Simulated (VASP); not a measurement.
# NaI (Pm-3m) in VASP: notebook

The runs below take NaI through single point, with PBE.

Everything below comes from runs of VASP 6.6.1. Logs are shortened: lines on timing, memory, paths and dates and some standing lists are left out, and cuts for length are marked.

## (1) The cell of the first run

Symmetry: Pm-3m, No. 221, cubic system. The conventional cell has a = 3.901 Å, b = 3.901 Å, c = 3.901 Å, α = 90.00°, β = 90.00°, γ = 90.00°. Within 4.4 Å of Na (site symmetry m-3m) lie 8 I at 3.38 Å and 6 Na at 3.90 Å. Within 4.4 Å of I (site symmetry m-3m) lie 8 Na at 3.38 Å and 6 I at 3.90 Å.

## (2) Single point, PBE (volume changed by -10%)

INCAR

```
PREC     = Accurate       # precision mode
ENCUT    = 520            # plane-wave cutoff, eV
EDIFF    = 1E-6           # SCF threshold, eV
ISMEAR   = 0              # smearing method
SIGMA    = 0.01           # smearing width, eV
LREAL    = False          # projectors in reciprocal space
LASPH    = True           # aspherical terms in the spheres
NELM     = 60             # most SCF steps
ALGO     = Normal         # electronic algorithm
ISIF     = 2              # what is computed and relaxed
LWAVE    = False          # write WAVECAR
LCHARG   = False          # write CHGCAR
GGA      = PE             # functional
NBANDS   = 14             # bands
```

KPOINTS

```
Automatic mesh
0
Gamma
  4 4 4
```

POSCAR

```
NaI
1.0
    3.9010952025      0.0000000000      0.0000000000
    0.0000000000      3.9010952025      0.0000000000
    0.0000000000      0.0000000000      3.9010952025
Na I
1 1
Direct
    0.0000000000      0.0000000000      0.0000000000
    0.5000000000      0.5000000000      0.5000000000
```

Potentials or basis: VASP PAW PBE potentials, release 64 (Na_pv, I).

Started as:

```sh
cat potpaw_PBE.64/Na_pv/POTCAR potpaw_PBE.64/I/POTCAR > POTCAR
mpirun -np 1 vasp_std > vasp.out
```

OUTCAR:

```text
PREC = Accurate
   ENCUT = 520
   EDIFF = 1E-6
   ISMEAR = 0
   LREAL = False
   LASPH = True
   NELM = 60
   ISIF = 2
   GGA = PE

 ion  position               nearest neighbor table
   1  0.000  0.000  0.000-
   2  0.500  0.500  0.500-

  LATTYP: Found a simple cubic cell.
 ALAT       =     3.9010952025

  Lattice vectors:

 A1 = (   3.9010952025,   0.0000000000,   0.0000000000)
 A2 = (   0.0000000000,   3.9010952025,   0.0000000000)
 A3 = (   0.0000000000,   0.0000000000,   3.9010952025)

Analysis of symmetry for initial positions (statically):
=====================================================================
 Subroutine PRICEL returns:
 Original cell was already a primitive cell.

 Routine SETGRP: Setting up the symmetry group for a
 simple cubic supercell.

 Subroutine GETGRP returns: Found 48 space group operations
 (whereof 48 operations were pure point group operations)
 out of a pool of 48 trial point group operations.

The static configuration has the point symmetry O_h .

Analysis of symmetry for dynamics (positions and initial velocities):
=====================================================================
 Subroutine PRICEL returns:
 Original cell was already a primitive cell.

 Routine SETGRP: Setting up the symmetry group for a
 simple cubic supercell.

 Subroutine GETGRP returns: Found 48 space group operations
 (whereof 48 operations were pure point group operations)
 out of a pool of 48 trial point group operations.

The dynamic configuration has the point symmetry O_h .

 Subroutine INISYM returns: Found 48 space group operations
 (whereof 48 operations are pure point group operations),
 and found     1 'primitive' translations

----------------------------------------------------------------------------------------

                                     Primitive cell

  volume of cell :      59.3690

  direct lattice vectors                    reciprocal lattice vectors
     3.901095203  0.000000000  0.000000000     0.256338271  0.000000000  0.000000000
     0.000000000  3.901095203  0.000000000     0.000000000  0.256338271  0.000000000
     0.000000000  0.000000000  3.901095203     0.000000000  0.000000000  0.256338271

  length of vectors
     3.901095203  3.901095203  3.901095203     0.256338271  0.256338271  0.256338271

  position of ions in fractional coordinates (direct lattice)
     0.000000000  0.000000000  0.000000000
     0.500000000  0.500000000  0.500000000

  ion indices of the primitive-cell ions
   primitive index   ion index
                 1           1
                 2           2

----------------------------------------------------------------------------------------

 KPOINTS: Automatic mesh

Automatic generation of k-mesh.
 Grid dimensions read from file:
 generate k-points for:    4    4    4

 Generating k-lattice:

  Cartesian coordinates                     Fractional coordinates (reciprocal lattice)
     0.064084568  0.000000000  0.000000000     0.250000000  0.000000000  0.000000000
     0.000000000  0.064084568  0.000000000     0.000000000  0.250000000  0.000000000
     0.000000000  0.000000000  0.064084568     0.000000000  0.000000000  0.250000000

  Length of vectors
     0.064084568  0.064084568  0.064084568

  Shift w.r.t. Gamma in fractional coordinates (k-lattice)
     0.000000000  0.000000000  0.000000000

 Subroutine IBZKPT returns following result:
 ===========================================

 Found     10 irreducible k-points:

 Following reciprocal coordinates:
            Coordinates               Weight
  0.000000  0.000000  0.000000      1.000000
  0.250000  0.000000  0.000000      6.000000
  0.500000  0.000000  0.000000      3.000000
  0.250000  0.250000  0.000000     12.000000
  0.500000  0.250000  0.000000     12.000000
  0.500000  0.500000  0.000000      3.000000
  0.250000  0.250000  0.250000      8.000000
  0.500000  0.250000  0.250000     12.000000
  0.500000  0.500000  0.250000      6.000000
  0.500000  0.500000  0.500000      1.000000
   k-points           NKPTS =     10   k-points in BZ     NKDIM =     10   number of bands    NBANDS=     14
   number of dos      NEDOS =    301   number of ions     NIONS =      2
   total plane-waves  NPLWV =  27000
   dimension x,y,z NGX =    30 NGY =   30 NGZ =   30
   dimension x,y,z NGXF=    60 NGYF=   60 NGZF=   60
   ions per type =               1   1
   NGX,Y,Z   is equivalent  to a cutoff of  12.78, 12.78, 12.78 a.u.
   NGXF,Y,Z  is equivalent  to a cutoff of  25.57, 25.57, 25.57 a.u.
 SYSTEM =  unknown system
   PREC   = accura    normal or accurate (medium, high low for compatibility)
   ISTART =      0    job   : 0-new  1-cont  2-samecut
   ICHARG =      2    charge: 1-file 2-atom 10-const
   ISPIN  =      1    spin polarized calculation?
   LNONCOLLINEAR =      F non collinear calculations
   LSORBIT =      F    spin-orbit coupling
   LASPH  =      T    aspherical Exc in radial PAW
   ENCUT  =  520.0 eV  38.22 Ry    6.18 a.u.   7.25  7.25  7.25*2*pi/ulx,y,z
   NELM   =     60;   NELMIN=  2; NELMDL= -5     # of ELM steps
   EDIFF  = 0.1E-05   stopping-criterion for ELM
   LREAL  =      F    real-space projection
   EDIFFG = 0.1E-04   stopping-criterion for IOM
   NSW    =      0    number of steps for IOM
   IBRION =     -1    ionic relax: 0-MD 1-quasi-New 2-CG
   NFREE  =      0    steps in history (QN), initial steepest desc. (CG)
   ISIF   =      2    stress and relaxation
   ISYM   =      2    0-nonsym 1-usesym 2-fastsym
   POTIM  = 0.5000    time-step for ionic-motion
   TEBEG  =    0.0;   TEEND  =   0.0 temperature during run
   PSTRESS=    0.0 pullay stress
   NELECT =      14.0000    total number of electrons
   NUPDOWN=      -1.0000    fix difference up-down
   EMIN   =  10.00;   EMAX   =-10.00  energy-range for DOS
   EFERMI =   0.00;   METHOD = LEGACY
   ISMEAR =     0;   SIGMA  =   0.01  broadening in eV -4-tet -1-fermi 0-gaus
   EFERMI_NEDOS =   21; number of points for ismear=-14 and -15
   IALGO  =     38    algorithm
   IMIX   =      4    mixing-type and parameters
     AMIX     =   0.40;   BMIX     =  1.00
     AMIX_MAG =   1.60;   BMIX_MAG =  1.00
  volume/ion in A,a.u.               =      29.68       200.32
  Fermi-wavevector in a.u.,A,eV,Ry     =   1.011419  1.911304 13.918321  1.022968
  Thomas-Fermi vector in A             =   2.144467
   LORBIT       =      0    0 simple, 1 ext, 2 COOP (PROOUT), +10 PAW based schemes
   GGA     = PE    functional components
   LHFCALC =     F    Hartree Fock is set to
   AEXX    =    0.0000 exact exchange contribution
   IVDW    =     0    specifies the selected vdW correction
   LEPSILON=     F    determine dielectric tensor
   LRPA    =     F    only Hartree local field effects (RPA)
 non-spin polarized calculation
 Gauss-broadening in eV      SIGMA  =   0.01
  energy-cutoff  :      520.00
  volume of cell :       59.37
 maximum number of plane-waves:      1628
 NGX is ok and might be reduce to    30
   NGX = 15   NGY = 15   NGZ = 15

 number of electron      14.0000019 magnetization

 Free energy of the ion-electron system (eV)
  ---------------------------------------------------
  ext. energy  EPLUGINS =         0.00000000
  ---------------------------------------------------
  free energy    TOTEN  =        -4.98264986 eV

  energy without entropy =       -4.98264986  energy(sigma->0) =       -4.98264986

 E-fermi :   2.9703     XC(G=0):  -8.2924

 val. band max:        2.8933382272   @ k =   0.5000   0.5000   0.0000
 cond. band min:       5.3520116588   @ k =   0.0000   0.0000   0.0000
 fundamental gap:      2.4586734316
 Fermi energy:         2.9702880429

 k-point     1 :       0.0000    0.0000    0.0000
  band No.  band energies     occupation
      1     -20.8561      2.00000
      2     -20.8561      2.00000
      3     -20.8561      2.00000
      4      -9.3815      2.00000
      5       2.0992      2.00000
      6       2.0992      2.00000
      7       2.0992      2.00000
      8       5.3520      0.00000
      9       8.2163      0.00000
     10       8.2163      0.00000
     11      14.6977      0.00000
     12      14.6977      0.00000
     13      14.6978      0.00000
     14      15.0635      0.00000

 k-point     2 :       0.2500    0.0000    0.0000
  band No.  band energies     occupation
      1     -20.8626      2.00000
      2     -20.8555      2.00000
      3     -20.8555      2.00000
      4      -9.1754      2.00000
      5       0.2447      2.00000
      6       2.2847      2.00000
      7       2.2847      2.00000
      8       6.5575      0.00000
      9       8.7493      0.00000
     10      10.0419      0.00000
     11      12.0752      0.00000
     12      12.0752      0.00000
     13      13.4144      0.00000
     14      13.7927      0.00000

 k-point     3 :       0.5000    0.0000    0.0000
  band No.  band energies     occupation
      1     -20.8692      2.00000
      2     -20.8548      2.00000
      3     -20.8548      2.00000
      4      -8.9430      2.00000
      5      -0.9565      2.00000
      6       2.4908      2.00000
      7       2.4908      2.00000
      8       7.6544      0.00000
      9       9.6663      0.00000
     10       9.7833      0.00000
     11      10.8544      0.00000
     12      10.8544      0.00000
     13      11.6000      0.00000
     14      16.2505      0.00000

 k-point     4 :       0.2500    0.2500    0.0000
  band No.  band energies     occupation
      1     -20.8620      2.00000
      2     -20.8614      2.00000
      3     -20.8549      2.00000
      4      -8.9826      2.00000
      5       0.3927      2.00000
      6       0.7190      2.00000
      7       2.4730      2.00000
      8       7.5478      0.00000
      9       8.5675      0.00000
     10      10.8661      0.00000
     11      11.3729      0.00000
     12      12.1912      0.00000
     13      12.8622      0.00000
     14      13.9938      0.00000

 k-point     5 :       0.5000    0.2500    0.0000
  band No.  band energies     occupation
      1     -20.8680      2.00000
      2     -20.8608      2.00000
      3     -20.8543      2.00000
      4      -8.7667      2.00000
      5      -0.6133      2.00000
      6       0.9208      2.00000
      7       2.6818      2.00000
      8       6.9632      0.00000
      9       8.8686      0.00000
     10      11.0085      0.00000
     11      11.2273      0.00000
     12      11.6156      0.00000
     13      13.1091      0.00000
     14      14.7771      0.00000

 k-point     6 :       0.5000    0.5000    0.0000
  band No.  band energies     occupation
      1     -20.8668      2.00000
      2     -20.8668      2.00000
      3     -20.8538      2.00000
      4      -8.5710      2.00000
      5      -0.1806      2.00000
      6      -0.1806      2.00000
      7       2.8933      2.00000
      8       5.4348      0.00000
      9       9.9658      0.00000
     10      11.5059      0.00000
     11      11.5059      0.00000
     12      11.8049      0.00000
     13      11.8049      0.00000
     14      14.6150      0.00000

 k-point     7 :       0.2500    0.2500    0.2500
  band No.  band energies     occupation
      1     -20.8614      2.00000
      2     -20.8607      2.00000
      3     -20.8607      2.00000
      4      -8.7975      2.00000
      5       0.5864      2.00000
      6       0.9617      2.00000
      7       0.9617      2.00000
      8       7.8684      0.00000
      9       9.1722      0.00000
     10       9.1722      0.00000
     11      11.3974      0.00000
     12      12.3480      0.00000
     13      12.3480      0.00000
     14      15.1058      0.00000

 k-point     8 :       0.5000    0.2500    0.2500
  band No.  band energies     occupation
      1     -20.8670      2.00000
      2     -20.8603      2.00000
      3     -20.8600      2.00000
      4      -8.5911      2.00000
      5      -0.3039      2.00000
      6       1.0842      2.00000
      7       1.2462      2.00000
      8       7.1014      0.00000
      9       7.9151      0.00000
     10       9.3072      0.00000
     11      12.2613      0.00000
     12      12.8033      0.00000
     13      13.2707      0.00000
     14      15.0672      0.00000

 k-point     9 :       0.5000    0.5000    0.2500
  band No.  band energies     occupation
      1     -20.8660      2.00000
      2     -20.8660      2.00000
      3     -20.8595      2.00000
      4      -8.3964      2.00000
      5       0.0768      2.00000
      6       0.0768      2.00000
      7       1.4469      2.00000
      8       5.9677      0.00000
      9       8.2331      0.00000
     10       8.2331      0.00000
     11      11.6417      0.00000
     12      12.9002      0.00000
     13      15.7849      0.00000
     14      15.7849      0.00000

 k-point    10 :       0.5000    0.5000    0.5000
  band No.  band energies     occupation
      1     -20.8651      2.00000
      2     -20.8651      2.00000
      3     -20.8651      2.00000
      4      -8.2033      2.00000
      5       0.3831      2.00000
      6       0.3831      2.00000
      7       0.3831      2.00000
      8       6.8343      0.00000
      9       6.8343      0.00000
     10       6.8343      0.00000
     11       9.7100      0.00000
     12      17.4067      0.00000
     13      17.4067      0.00000
     14      17.4067      0.00000

------------------------ aborting loop because EDIFF is reached ----------------------------------------

  FORCE on cell =-STRESS in cart. coord.  units (eV):
  Direction    XX          YY          ZZ          XY          YZ          ZX
  --------------------------------------------------------------------------------------
  -------------------------------------------------------------------------------------
  Total        1.1105035      1.1105035      1.1105035      0.0000000     -0.0000000      0.0000000
  in kB       29.9689054     29.9689054     29.9689054      0.0000000     -0.0000000      0.0000000
  external PRESSURE =      29.9689054 kB  Pullay stress =       0.0000000 kB

 VOLUME and BASIS-vectors are now :
 -----------------------------------------------------------------------------
  energy-cutoff  :      520.00
  volume of cell :       59.37
      direct lattice vectors                 reciprocal lattice vectors
     3.901095203  0.000000000  0.000000000     0.256338271  0.000000000  0.000000000
     0.000000000  3.901095203  0.000000000     0.000000000  0.256338271  0.000000000
     0.000000000  0.000000000  3.901095203     0.000000000  0.000000000  0.256338271

 POSITION                                       TOTAL-FORCE (eV/Angst)
 -----------------------------------------------------------------------------------
      0.00000      0.00000      0.00000         0.000000      0.000000      0.000000
      1.95055      1.95055      1.95055         0.000000      0.000000      0.000000
 -----------------------------------------------------------------------------------
    total drift:                                0.000000     -0.000000     -0.000000

  FREE ENERGIE OF THE ION-ELECTRON SYSTEM (eV)
  ---------------------------------------------------
  free  energy   TOTEN  =        -4.9826498557 eV

  energy  without entropy=       -4.9826498557  energy(sigma->0) =       -4.98264986
```

It took 6.4 s on 1 thread of Intel Xeon 6975P-C (Granite Rapids), shared host; peak memory 0.16 GiB.

Results:

```yaml
Free_energy: -4.9826 eV
Pressure: 3.0 GPa
Band_gap_on_the_k_mesh: 2.46 eV, indirect (least direct gap 2.54 eV)
```

Levels at points of the mesh, in eV from the valence-band top:
```
           k point  band 5  band 6  band 7  band 8  band 9  band 10
(0.00, 0.00, 0.00)   -0.79   -0.79   -0.79    2.46    5.32     5.32
(0.50, 0.00, 0.00)   -3.85   -0.40   -0.40    4.76    6.77     6.89
(0.50, 0.50, 0.00)   -3.07   -3.07    0.00    2.54    7.07     8.61
(0.50, 0.50, 0.50)   -2.51   -2.51   -2.51    3.94    3.94     3.94
```

Caveat: spin-orbit coupling is left out, which moves the levels of the heavy elements. A k mesh can miss the band edges.

(Part 1 of 2 ends here.)
